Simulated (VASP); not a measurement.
Crystal: Re.

```xyz
2
Lattice="2.7608 0.0000 0.0000 -1.3804 2.3909 0.0000 0.0000 0.0000 4.4582" Properties=species:S:1:pos:R:3 pbc="T T T"
Re    0.0000    1.5939    1.1145
Re    1.3804    0.7970    3.3436
```

```yaml
Program: VASP 6.6.1
Task: relaxation of cell and atoms
Functional: PBEsol
Potentials_or_basis: VASP PAW PBE potentials, release 64 (Re)
Cutoff: 600 eV
k_mesh: 13 × 13 × 7
Occupations: fermi-dirac, width 0.1 eV
Spin: no spin polarisation
```

At the start: pressure -4.1 GPa; volume 14.71 Å³/atom.

Task: Where does the relaxation end?

Result: Over 9 steps the energy falls by 2.0 meV/atom and the volume is 14.56 Å³/atom (-1.1 %); space group P6_3/mmc (No. 194, to 0.1 Å) before and after.

Step by step:
| step | energy change (eV) | largest force (eV/Å) | pressure (GPa) | volume (Å³) |
| --- | --- | --- | --- | --- |
| 1 | 0.0000 | 0.0000 | -4.06 | 29.43 |
| 2 | 0.0694 | 0.0000 | 19.44 | 27.87 |
| 3 | -0.0040 | 0.0000 | -0.05 | 29.13 |
| 4 | -0.0040 | 0.0000 | -0.04 | 29.12 |
| 5 | -0.0039 | 0.0000 | 0.64 | 29.08 |
| 6 | -0.0040 | 0.0000 | 0.12 | 29.12 |
| 7 | -0.0040 | 0.0000 | 0.07 | 29.12 |
| 8 | -0.0040 | 0.0000 | 0.09 | 29.12 |
| 9 | -0.0040 | 0.0000 | 0.08 | 29.12 |

Final structure:
```
CELL_PARAMETERS angstrom
2.75256 0.00000 0.00000
-1.37628 2.38379 0.00000
0.00000 0.00000 4.43757
ATOMIC_POSITIONS crystal
Re 0.33333 0.66667 0.25000
Re 0.66667 0.33333 0.75000
```

Caveat: the PAW data sets were made with another functional, which shifts forces and pressure a little.
